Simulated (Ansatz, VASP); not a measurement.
C in VASP and in Ansatz

```
C
1.0
     2.50301    0.00000    0.00000
    -1.25150    2.16767    0.00000
     0.00000    0.00000    4.23139
C
4
Direct
  0.33333 0.66667 0.99957
  0.66667 0.33333 0.49957
  0.33333 0.66667 0.37443
  0.66667 0.33333 0.87443
```

Alike in both runs: task single point; functional r2SCAN; k mesh 9 × 9 × 6; no spin polarisation.

|  | VASP | Ansatz |
| --- | --- | --- |
| version | VASP 6.6.1 | Ansatz 0.2.0 |
| potentials or method | VASP PAW PBE potentials, release 64 (C), cutoff 520 eV | scalar-relativistic, plane waves, PAW |
| occupations | gaussian, width 0.01 eV | fixed |
| valence electrons in the cell | 16 | 16 |

Ansatz gave:

* gap on the k mesh at the Fermi level (eV): 3.67
* least direct gap on the mesh (eV): 5.15

Task: What did VASP give for the same quantities?

Result: gap on the k mesh at the Fermi level (eV): 3.63; least direct gap on the mesh (eV): 5.11.

VASP's potentials were made for PBE, not for r2SCAN.
